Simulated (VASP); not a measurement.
The system is NaCl.

```
Na Cl
1.0
     0.00000    2.80000    2.80000
     2.80000    0.00000    2.80000
     2.80000    2.80000    0.00000
Na Cl
1 1
Cartesian
  0.0000 0.0000 0.0000
  2.8000 2.8000 2.8000
```

Base run:

```yaml
Program: VASP 6.6.1
Functional: PBEsol
Potentials_or_basis: VASP PAW PBE potentials, release 64 (Na_pv, Cl)
Cutoff: 520 eV
k_mesh: 7 × 7 × 7
Occupations: fermi-dirac, width 0.05 eV
Spin: no spin polarisation
```

Its results: band gap on the k mesh 5.01 eV, direct; pressure 0.1 GPa.

Task: The run is repeated on the same cell with these changes: functional from PBEsol to r2SCAN; further incar settings from ALGO = Normal; EDIFF = 1e-06; NBANDS = 14 to ALGO = Normal; EDIFF = 1e-07; NBANDS = 14. What comes out?

Result: Band gap on the k mesh 6.01 eV, direct; pressure -0.1 GPa.

Caveats: the PAW data sets were made with another functional, which shifts forces and pressure a little.

